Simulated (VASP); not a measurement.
A run of VASP 6.6.1 is set up as follows.

The input INCAR:

```
SYSTEM = BaTe
PREC = Accurate
ENCUT = 520
EDIFF = 1E-6
ISMEAR = 0
SIGMA = 0.02
LREAL = .False.
LASPH = .True.
NELM = 80
ALGO = Normal
ISIF = 2
LWAVE = .False.
LCHARG = .False.
GGA = PE
NBANDS = 24
```

Contents of KPOINTS:

```
Automatic mesh
0
Gamma
  6 6 4
  0 0 0
```

Contents of POSCAR:

```
BaTe
1.0
    3.4802895409      3.4802895409      0.0000000000
   -3.4802895409      3.4802895409      0.0000000000
    0.0000000000      0.0000000000      7.0947207862
Ba Te
2 2
Direct
    0.0000000000      0.0000000000      0.0000000000
    0.5000000000      0.5000000000      0.5000000000
    0.5000000000      0.5000000000      0.0000000000
    0.0000000000      0.0000000000      0.5000000000
```

Potentials or basis: VASP PAW PBE potentials, release 64 (Ba_sv, Te).

Run with:

```bash
$ cat potpaw_PBE.64/Ba_sv/POTCAR potpaw_PBE.64/Te/POTCAR > POTCAR
$ mpirun -np 1 vasp_std > vasp.out
```

Predict the band gap on the k mesh.

1.51 eV.

Estimate the pressure.

1.1 GPa.

Stress tensor (GPa, compression positive):
```
1.56 0.00 0.00
0.00 1.56 0.00
0.00 0.00 0.28
```

Caveat: the cell differs from its parent crystal (biaxial strain in the a-b plane: -1.5 %, then relaxed in part); spin-orbit coupling is left out, which moves the levels of the heavy elements. A k mesh can miss the band edges.
